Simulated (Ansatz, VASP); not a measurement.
**InPd: VASP beside Ansatz**

The input INCAR:

```
  ALGO = Fast
  EDIFF = 1E-6
  ENCUT = 520
  GGA = PS
  ISIF = 2
  ISMEAR = 0
  LASPH = True
  LCHARG = False
  LREAL = False
  LWAVE = False
  NBANDS = 18
  NELM = 60
  PREC = Accurate
  SIGMA = 0.15
```

KPOINTS

```
k-points
0
Gamma
  14 14 14
```

File POSCAR:

```
InPd
1.0
    3.2844518451      0.0000000000      0.0000000000
    0.0000000000      3.2844518451      0.0000000000
    0.0000000000      0.0000000000      3.1709821748
In Pd
1 1
Direct
   -0.0248370446      0.0000000000      0.0000000000
    0.5267970286      0.5000000000      0.5000000000
```

Input for Ansatz:

```yaml
crystal:
  lattice:
    - [3.2844518451, 0.0, 0.0]
    - [0.0, 3.2844518451, 0.0]
    - [0.0, 0.0, 3.1709821748]
  atoms:
    - { symbol: In, position: [-0.0248370446, 0.0, 0.0] }
    - { symbol: Pd, position: [0.5267970286, 0.5, 0.5] }
basis:
  ecutwfc: 420
kpoints:
  mp_grid: { grid: [14, 14, 14] }
hamiltonian:
  xc: pbesol
scf:
  occupations: { method: gaussian, width: 0.15 }
output:
  forces: true
  stress: true
  eigenvalues: true
```

Change from the starting cell: mode 4 frozen in at -0.087 Å, strain +e along z and -e/2 along x and y -0.0233.

Alike in both runs: task single point; functional PBEsol; k mesh 14 × 14 × 14; occupations gaussian, width 0.15 eV; no spin polarisation.

|  | VASP | Ansatz |
| --- | --- | --- |
| version | VASP 6.6.1 | Ansatz 0.2.0 |
| potentials or method | VASP PAW PBE potentials, release 64 (In_d, Pd), cutoff 520 eV | scalar-relativistic, plane waves, PAW |
| valence electrons in the cell | 23 | 31 |

VASP gave:

* gap on the k mesh at the Fermi level (eV): none
* pressure (GPa): 1.9
* traceless stress, the component that is largest in VASP (GPa): -1.29
* rms of the force components (eV/Å): 0.439

Question: Which values does Ansatz return?

Answer: gap on the k mesh at the Fermi level (eV): none; pressure (GPa): 1.7; traceless stress, the component that is largest in VASP (GPa): -1.28; rms of the force components (eV/Å): 0.433.

VASP's potentials were made for PBE, not for PBEsol. Atom by atom the forces differ by 0.007 eV/Å (rms over components). A gap of «none» marks a metal or a gap that the smearing closes. With one functional, cell and mesh, what is left measures potentials, basis and numerics. VASP's potentials hold 23 valence electrons a cell and Ansatz's 31, so a difference there can come from the potentials and not from the codes.
